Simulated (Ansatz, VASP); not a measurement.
# One calculation of LiF, two programs

File INCAR:

```
ALGO = Normal
EDIFF = 1E-7
ENCUT = 520
ISIF = 2
ISMEAR = -1
LASPH = T
LCHARG = F
LREAL = F
LWAVE = F
NBANDS = 12
NELM = 60
PREC = Accurate
SIGMA = 0.03
```

Contents of KPOINTS:

```
k-points
0
Gamma
  10 10 10
```

The input POSCAR:

```
LiF
1.0
    0.0000000000      2.0140000000      1.9737200000
    2.0140000000      0.0000000000      1.9737200000
    2.0140000000      2.0140000000      0.0000000000
Li F
1 1
Direct
    0.0000000000      0.0000000000      0.0000000000
    0.5000000000      0.5000000000      0.5000000000
```

Input for Ansatz:

```yaml
crystal:
  lattice:
    - [0.0, 2.014, 1.97372]
    - [2.014, 0.0, 1.97372]
    - [2.014, 2.014, 0.0]
  atoms:
    - { symbol: Li, position: [0.0, 0.0, 0.0] }
    - { symbol: F, position: [0.5, 0.5, 0.5] }
kpoints:
  mp_grid: { grid: [10, 10, 10] }
  band_path:
    path:
      - [0.0, 0.0, 0.0]
      - [0.0, 0.5, 0.5]
      - [0.25, 0.75, 0.5]
      - [0.0, 0.5, 0.0]
      - [0.0, 0.0, 0.0]
      - [0.5, 0.5, 0.0]
      - [0.3801541025, 0.6198458975, 0.0]
      - [-0.3801541025, 0.3801541025, 0.0]
      - [0.0, 0.0, 0.0]
    npoints: 5
scf:
  occupations: { method: fermi_dirac, width: 0.03 }
hamiltonian:
  xc: lda
  pseudopotentials: { kind: all_electron, lapw: { basis_error: 0.001 } }
output:
  forces: true
  stress: true
  eigenvalues: true
```

Change from the starting cell: zz strain of -2 %.

Alike in both runs: task single point; functional LDA; k mesh 10 × 10 × 10; occupations fermi-dirac, width 0.03 eV; no spin polarisation.

|  | VASP | Ansatz |
| --- | --- | --- |
| version | VASP 6.6.1 | Ansatz 0.2.0 |
| potentials or method | VASP PAW LDA potentials, release 64 (Li_sv, F), cutoff 520 eV | all-electron LAPW, scalar-relativistic |

VASP gave:

| Quantity | Value |
| --- | --- |
| gap on the k mesh at the Fermi level (eV) | 9.00 |

What did Ansatz give for the same quantities?

gap on the k mesh at the Fermi level (eV): 8.98.

LDA's correlation is that of Perdew and Zunger in VASP and of Perdew and Wang (1992) in Ansatz. Ansatz ran all-electron here, and VASP with PAW potentials.

Noted on VASP's run: the cutoff is short for stress, so the pressure is rough.
